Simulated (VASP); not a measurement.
Re, 1 atom in the cell. Symmetry: Fm-3m, No. 225, cubic system. The conventional cell has a = 3.915 Å, b = 3.915 Å, c = 3.915 Å, α = 90.00°, β = 90.00°, γ = 90.00°. Re (site symmetry m-3m) has 12 Re at 2.77 Å within 3.6 Å. 

* Program: VASP 6.6.1
* Task: single point
* Functional: PBE
* Potentials or basis: VASP PAW PBE potentials, release 64 (Re)
* Cutoff: 520 eV
* k mesh: 17 × 17 × 17
* Occupations: fermi-dirac, width 0.05 eV
* Spin: no spin polarisation
* Dipole correction: no
* Further INCAR settings: ALGO = Normal; EDIFF = 1e-06; NBANDS = 10

Potentials or basis: VASP PAW PBE potentials, release 64 (Re).

The run is started by

```console
$ cat potpaw_PBE.64/Re/POTCAR > POTCAR
$ mpirun -np 1 vasp_std > vasp.out
```

Hardware: 1 thread of Intel(R) Xeon(R) 6975P-C (Granite Rapids), on a shared host.

How long does it take, and how much memory?

Wall time 8.8 s on 1 thread of Intel(R) Xeon(R) 6975P-C (Granite Rapids), on a shared host, peak memory 0.16 GiB. Counts: scf iterations 11, k points 165.
